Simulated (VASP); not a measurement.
# Ti2Co (Fd-3m) in VASP: a series of runs

Runs on Ti2Co. Level: r2SCAN. Tasks: single point.

Program: VASP 6.6.1. These are calculated values, not measurements. Logs are shortened: lines on timing, memory, paths and dates and some standing lists are left out, and cuts for length are marked.

## (1) The cell of the first run

It takes space group Fd-3m (No. 227, cubic). Conventional cell: a = 6.730 Å, b = 6.730 Å, c = 6.730 Å, α = 90.00°, β = 90.00°, γ = 90.00°. Ti (site symmetry -3m) has 6 Ti at 2.38 Å and 6 Co at 2.79 Å within 3.1 Å. Within 3.7 Å of Co (site symmetry -43m) lie 12 Ti at 2.79 Å and 4 Co at 2.91 Å.

## (2) Single point, r2SCAN, collinear spin, zero start

Contents of POSCAR:

```
Ti2Co
1.0
    0.0000000000      3.3650000000      3.3650000000
    3.3650000000      0.0000000000      3.3650000000
    3.3650000000      3.3650000000      0.0000000000
Ti Co
4 2
Direct
    0.1250000000      0.1250000000      0.1250000000
    0.6250000000      0.1250000000      0.1250000000
    0.1250000000      0.1250000000      0.6250000000
    0.1250000000      0.6250000000      0.1250000000
    0.5000000000      0.5000000000      0.5000000000
    0.7500000000      0.7500000000      0.7500000000
```

Contents of INCAR.step1:

```
ALGO     = Normal         # electronic algorithm
EDIFF    = 1E-4           # SCF threshold, eV
ENCUT    = 520            # plane-wave cutoff, eV
GGA      = PE             # functional
ISMEAR   = 0              # smearing method
ISPIN    = 2              # spin polarisation
LASPH    = True           # aspherical terms in the spheres
LCHARG   = False          # write CHGCAR
LMAXMIX  = 4              # l up to which the mixer works
LREAL    = False          # projectors in reciprocal space
LWAVE    = True           # write WAVECAR
MAGMOM   = 0 0 0 0 0 0    # initial moments
NBANDS   = 46             # bands
NELM     = 150            # most SCF steps
NUPDOWN  = 0.0            # fixed moment
PREC     = Accurate       # precision mode
SIGMA    = 0.1            # smearing width, eV
```

Contents of INCAR.step2:

```
ALGO     = Normal         # electronic algorithm
EDIFF    = 1E-7           # SCF threshold, eV
ENCUT    = 520            # plane-wave cutoff, eV
ISIF     = 2              # what is computed and relaxed
ISMEAR   = 0              # smearing method
ISPIN    = 2              # spin polarisation
ISTART   = 1            
LASPH    = True           # aspherical terms in the spheres
LCHARG   = True           # write CHGCAR
LELF     = True           # ELF
LMAXMIX  = 4              # l up to which the mixer works
LMIXTAU  = True         
LORBIT   = 11             # projections on sites
LREAL    = False          # projectors in reciprocal space
LVHAR    = True         
LWAVE    = False          # write WAVECAR
MAGMOM   = 0 0 0 0 0 0    # initial moments
METAGGA  = R2SCAN         # meta-GGA
NBANDS   = 46             # bands
NELM     = 150            # most SCF steps
NUPDOWN  = 0.0            # fixed moment
PREC     = Accurate       # precision mode
SIGMA    = 0.1            # smearing width, eV
```

Contents of KPOINTS:

```
k-points
0
Gamma
  10 10 10
```

Potentials or basis: VASP PAW PBE potentials, release 64 (Ti_sv, Co).

Launch:

```console
> cat potpaw_PBE.64/Ti_sv/POTCAR potpaw_PBE.64/Co/POTCAR > POTCAR
> cp INCAR.step1 INCAR
> mpirun -np 1 vasp_std > vasp.out
> cp INCAR.step2 INCAR
> mpirun -np 1 vasp_std > vasp.out
```

OUTCAR:

```text
EDIFF = 1E-7
   ENCUT = 520
   ISIF = 2
   ISMEAR = 0
   ISPIN = 2
   ISTART = 1
   LASPH = True
   LORBIT = 11
   LREAL = False
   METAGGA = R2SCAN
   NELM = 150
   NUPDOWN = 0.0
   PREC = Accurate

 ion  position               nearest neighbor table
   1  0.125  0.125  0.125-   2 2.38   3 2.38   4 2.38   3 2.38   4 2.38   2 2.38   6 2.79   5 2.79
                             6 2.79   5 2.79   6 2.79   5 2.79
   2  0.625  0.125  0.125-   1 2.38   3 2.38   4 2.38   1 2.38   3 2.38   4 2.38   6 2.79   5 2.79
                             5 2.79   6 2.79   5 2.79   6 2.79
   3  0.125  0.125  0.625-   1 2.38   1 2.38   2 2.38   4 2.38   4 2.38   2 2.38   6 2.79   5 2.79
                             6 2.79   5 2.79   6 2.79   5 2.79
   4  0.125  0.625  0.125-   1 2.38   3 2.38   1 2.38   2 2.38   3 2.38   2 2.38   6 2.79   5 2.79
                             6 2.79   5 2.79   6 2.79   5 2.79
   5  0.500  0.500  0.500-   1 2.79   1 2.79   1 2.79   2 2.79   3 2.79   4 2.79   4 2.79   2 2.79
                             4 2.79   3 2.79   2 2.79   3 2.79   6 2.91   6 2.91   6 2.91   6 2.91
   6  0.750  0.750  0.750-   2 2.79   3 2.79   4 2.79   1 2.79   1 2.79   1 2.79   2 2.79   2 2.79
                             3 2.79   4 2.79   3 2.79   4 2.79   5 2.91   5 2.91   5 2.91   5 2.91

  LATTYP: Found a face centered cubic cell.
 ALAT       =     6.7300000000

  Lattice vectors:

 A1 = (   0.0000000000,   3.3650000000,   3.3650000000)
 A2 = (   3.3650000000,   0.0000000000,   3.3650000000)
 A3 = (   3.3650000000,   3.3650000000,   0.0000000000)

Analysis of symmetry for initial positions (statically):
=====================================================================
 Subroutine PRICEL returns:
 Original cell was already a primitive cell.

 Routine SETGRP: Setting up the symmetry group for a
 face centered cubic supercell.

 Subroutine GETGRP returns: Found 48 space group operations
 (whereof 24 operations were pure point group operations)
 out of a pool of 48 trial point group operations.

The static configuration has the point symmetry T_d .
 The point group associated with its full space group is O_h .

Analysis of symmetry for dynamics (positions and initial velocities):
=====================================================================
 Subroutine PRICEL returns:
 Original cell was already a primitive cell.

 Routine SETGRP: Setting up the symmetry group for a
 face centered cubic supercell.

 Subroutine GETGRP returns: Found 48 space group operations
 (whereof 24 operations were pure point group operations)
 out of a pool of 48 trial point group operations.

The dynamic configuration has the point symmetry T_d .
 The point group associated with its full space group is O_h .

Analysis of structural, dynamic, and magnetic symmetry:
=====================================================================
 Subroutine PRICEL returns:
 Original cell was already a primitive cell.

 Routine SETGRP: Setting up the symmetry group for a
 face centered cubic supercell.

 Subroutine GETGRP returns: Found 48 space group operations
 (whereof 24 operations were pure point group operations)
 out of a pool of 48 trial point group operations.

The overall configuration has the point symmetry T_d .
 The point group associated with its full space group is O_h .

 Subroutine INISYM returns: Found 48 space group operations
 (whereof 24 operations are pure point group operations),
 and found     1 'primitive' translations

----------------------------------------------------------------------------------------

                                     Primitive cell

  volume of cell :      76.2053

  direct lattice vectors                    reciprocal lattice vectors
     0.000000000  3.365000000  3.365000000    -0.148588410  0.148588410  0.148588410
     3.365000000  0.000000000  3.365000000     0.148588410 -0.148588410  0.148588410
     3.365000000  3.365000000  0.000000000     0.148588410  0.148588410 -0.148588410

  length of vectors
     4.758828637  4.758828637  4.758828637     0.257362676  0.257362676  0.257362676

  position of ions in fractional coordinates (direct lattice)
     0.125000000  0.125000000  0.125000000
     0.625000000  0.125000000  0.125000000
     0.125000000  0.125000000  0.625000000
     0.125000000  0.625000000  0.125000000
     0.500000000  0.500000000  0.500000000
     0.750000000  0.750000000  0.750000000

  ion indices of the primitive-cell ions
   primitive index   ion index
                 1           1
                 2           2
                 3           3
                 4           4
                 5           5
[... 31 lines left out ...]
  0.100000  0.000000  0.000000      8.000000
  0.200000  0.000000  0.000000      8.000000
  0.300000  0.000000  0.000000      8.000000
  0.400000  0.000000  0.000000      8.000000
  0.500000  0.000000  0.000000      4.000000
[... 16 lines left out ...]
  0.300000  0.300000  0.000000      6.000000
  0.400000  0.300000  0.000000     24.000000
 [... further k-points ...]
   k-points           NKPTS =     47   k-points in BZ     NKDIM =     47   number of bands    NBANDS=     46
   number of dos      NEDOS =    301   number of ions     NIONS =      6
   total plane-waves  NPLWV =  46656
   dimension x,y,z NGX =    36 NGY =   36 NGZ =   36
   dimension x,y,z NGXF=    72 NGYF=   72 NGZF=   72
   ions per type =               4   2
   NGX,Y,Z   is equivalent  to a cutoff of  12.58, 12.58, 12.58 a.u.
   NGXF,Y,Z  is equivalent  to a cutoff of  25.15, 25.15, 25.15 a.u.
 SYSTEM =  unknown system
   PREC   = accura    normal or accurate (medium, high low for compatibility)
   ISTART =      1    job   : 0-new  1-cont  2-samecut
   ICHARG =      0    charge: 1-file 2-atom 10-const
   ISPIN  =      2    spin polarized calculation?
   LNONCOLLINEAR =      F non collinear calculations
   LSORBIT =      F    spin-orbit coupling
   LASPH  =      T    aspherical Exc in radial PAW
   ENCUT  =  520.0 eV  38.22 Ry    6.18 a.u.   8.85  8.85  8.85*2*pi/ulx,y,z
   NELM   =    150;   NELMIN=  2; NELMDL=  0     # of ELM steps
   EDIFF  = 0.1E-06   stopping-criterion for ELM
   LREAL  =      F    real-space projection
   EDIFFG = 0.1E-05   stopping-criterion for IOM
   NSW    =      0    number of steps for IOM
   IBRION =     -1    ionic relax: 0-MD 1-quasi-New 2-CG
   NFREE  =      0    steps in history (QN), initial steepest desc. (CG)
   ISIF   =      2    stress and relaxation
   ISYM   =      2    0-nonsym 1-usesym 2-fastsym
   POTIM  = 0.5000    time-step for ionic-motion
   TEBEG  =    0.0;   TEEND  =   0.0 temperature during run
   PSTRESS=    0.0 pullay stress
   NELECT =      66.0000    total number of electrons
   NUPDOWN=       0.0000    fix difference up-down
   EMIN   =  10.00;   EMAX   =-10.00  energy-range for DOS
   EFERMI =   0.00;   METHOD = LEGACY
   ISMEAR =     0;   SIGMA  =   0.10  broadening in eV -4-tet -1-fermi 0-gaus
   EFERMI_NEDOS =   21; number of points for ismear=-14 and -15
   IALGO  =     38    algorithm
   IMIX   =      4    mixing-type and parameters
     AMIX     =   0.40;   BMIX     =  1.00
     AMIX_MAG =   1.60;   BMIX_MAG =  1.00
  volume/ion in A,a.u.               =      12.70        85.71
  Fermi-wavevector in a.u.,A,eV,Ry     =   1.560490  2.948899 33.131955  2.435130
  Thomas-Fermi vector in A             =   2.663695
   LORBIT       =     11    0 simple, 1 ext, 2 COOP (PROOUT), +10 PAW based schemes
   METAGGA = R2SCAN    functional components
   LHFCALC =     F    Hartree Fock is set to
   AEXX    =    0.0000 exact exchange contribution
   IVDW    =     0    specifies the selected vdW correction
   LEPSILON=     F    determine dielectric tensor
   LRPA    =     F    only Hartree local field effects (RPA)
 spin polarized calculation
 Gauss-broadening in eV      SIGMA  =   0.10
  energy-cutoff  :      520.00
  volume of cell :       76.21
 maximum number of plane-waves:      2085
   NGX = 17   NGY = 17   NGZ = 17

 number of electron      66.0000033 magnetization      -0.0000000

 number of electron      66.0000033 magnetization       0.0000000

 Free energy of the ion-electron system (eV)
  ---------------------------------------------------
  ext. energy  EPLUGINS =         0.00000000
  ---------------------------------------------------
  free energy    TOTEN  =       -73.99361595 eV

  energy without entropy =      -73.95102713  energy(sigma->0) =      -73.97232154

 E-fermi :  10.1711     XC(G=0): -13.9192

 val. band max:       10.1674984803   @ k =  -0.2000   0.2000   0.0000
 cond. band min:      10.1725148858   @ k =   0.5000   0.2000   0.1000
 fundamental gap:      0.0050164054
 Fermi energy:        10.1711108012

 spin component 1

 k-point     1 :       0.0000    0.0000    0.0000
  band No.  band energies     occupation
      1     -48.5121      1.00000
      2     -47.7756      1.00000
      3     -47.7755      1.00000
      4     -47.7755      1.00000
      5     -25.6484      1.00000
      6     -24.1078      1.00000
[... 1141 lines left out ...]
     44      13.8631      0.00000
     45      14.5311      0.00000

 [... further k-points ...]

 spin component 2

 k-point     1 :       0.0000    0.0000    0.0000
  band No.  band energies     occupation
      1     -48.5121      1.00000
      2     -47.7756      1.00000
      3     -47.7756      1.00000
      4     -47.7756      1.00000
      5     -25.6484      1.00000
      6     -24.1079      1.00000
[... 1141 lines left out ...]
     44      13.8631      0.00000
     45      14.5311      0.00000

 [... further k-points ...]

 [bands above 45 left out]

------------------------ aborting loop because EDIFF is reached ----------------------------------------

  FORCE on cell =-STRESS in cart. coord.  units (eV):
  Direction    XX          YY          ZZ          XY          YZ          ZX
  --------------------------------------------------------------------------------------
  -------------------------------------------------------------------------------------
  Total        9.7276330      9.7276330      9.7276330      0.0000000      0.0000000      0.0000000
  in kB      204.5184799    204.5184799    204.5184799      0.0000000      0.0000000      0.0000000
  external PRESSURE =     204.5184799 kB  Pullay stress =       0.0000000 kB

 VOLUME and BASIS-vectors are now :
 -----------------------------------------------------------------------------
  energy-cutoff  :      520.00
  volume of cell :       76.21
      direct lattice vectors                 reciprocal lattice vectors
     0.000000000  3.365000000  3.365000000    -0.148588410  0.148588410  0.148588410
     3.365000000  0.000000000  3.365000000     0.148588410 -0.148588410  0.148588410
     3.365000000  3.365000000  0.000000000     0.148588410  0.148588410 -0.148588410

 POSITION                                       TOTAL-FORCE (eV/Angst)
 -----------------------------------------------------------------------------------
      0.84125      0.84125      0.84125         0.000000     -0.000000      0.000000
      0.84125      2.52375      2.52375         0.000000     -0.000000      0.000000
      2.52375      2.52375      0.84125         0.000000     -0.000000      0.000000
      2.52375      0.84125      2.52375         0.000000     -0.000000      0.000000
      3.36500      3.36500      3.36500         0.000000      0.000000      0.000000
      5.04750      5.04750      5.04750        -0.000000     -0.000000     -0.000000
 -----------------------------------------------------------------------------------
    total drift:                                0.000000      0.000000      0.000000

  FREE ENERGIE OF THE ION-ELECTRON SYSTEM (eV)
  ---------------------------------------------------
  free  energy   TOTEN  =       -73.9936159524 eV

  energy  without entropy=      -73.9510271342  energy(sigma->0) =      -73.97232154

 total charge

# of ion       s       p       d       tot
------------------------------------------
    1        2.298   6.162   2.296  10.756
    2        2.298   6.162   2.296  10.756
    3        2.298   6.162   2.296  10.756
    4        2.298   6.162   2.296  10.756
    5        0.477   0.501   7.215   8.193
    6        0.477   0.501   7.215   8.193
--------------------------------------------------
tot         10.148  25.648  23.614  59.410

 magnetization (x)

# of ion       s       p       d       tot
------------------------------------------
    1       -0.000  -0.000  -0.000  -0.000
    2       -0.000  -0.000  -0.000  -0.000
    3       -0.000  -0.000  -0.000  -0.000
    4       -0.000  -0.000  -0.000  -0.000
    5        0.000  -0.000   0.000   0.000
    6        0.000  -0.000   0.000   0.000
--------------------------------------------------
tot         -0.000  -0.000   0.000   0.000
```

Run time: 11 min. Hardware: 1 thread of Intel Xeon 6975P-C (Granite Rapids), shared host; peak memory 0.41 GiB.

Results:

```yaml
Free_energy: -73.9936 eV
Pressure: 20.5 GPa
Net_moment: 0.00 μB per cell
Valence_electrons_inside_the_program's_atomic_spheres: Ti 10.76; Co 8.19
```

Caveat: the cell stands under pressure; the PAW data sets were made with another functional, which shifts forces and pressure a little; the total moment is fixed, so each spin has its own Fermi level.

[end of part 1 of 2]
